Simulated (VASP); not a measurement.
In3Sb, 4 atoms in the cell. It takes space group I4/mmm (No. 139, tetragonal). The conventional cell has a = 4.954 Å, b = 4.954 Å, c = 9.170 Å, α = 90.00°, β = 90.00°, γ = 90.00°. In (site symmetry -4m2) has 8 In at 3.38 to 3.50 Å and 4 Sb at 3.38 Å within 4.4 Å. Within 4.4 Å of In (site symmetry 4/mmm) lie 8 In at 3.38 Å and 4 Sb at 3.50 Å. Within 4.4 Å of Sb (site symmetry 4/mmm) lie 12 In at 3.38 to 3.50 Å. The cell was generated, and may not be a known phase.

| Item | Value |
| --- | --- |
| Program | VASP 6.6.1 |
| Task | single point |
| Functional | PBE |
| Potentials or basis | VASP PAW PBE potentials, release 64 (In_d, Sb) |
| Cutoff | 500 eV |
| k mesh | 6 × 6 × 6 |
| Occupations | gaussian, width 0.1 eV |
| Spin | no spin polarisation |
| Dipole correction | no |
| Further INCAR settings | ALGO = Normal; EDIFF = 1e-06; NBANDS = 30 |

Potentials or basis: VASP PAW PBE potentials, release 64 (In_d, Sb).

Run with:

```bash
$ cat potpaw_PBE.64/In_d/POTCAR potpaw_PBE.64/Sb/POTCAR > POTCAR
$ mpirun -np 1 vasp_std > vasp.out
```

Hardware: 1 thread of Oxide Virtual Turin-like Processor, on a shared host.

Question: How long does it take, and how much memory?

Answer: Wall time 110 s on 1 thread of Oxide Virtual Turin-like Processor, with other jobs on the host, peak memory 0.26 GiB. Counts: scf iterations 11, k points 30.
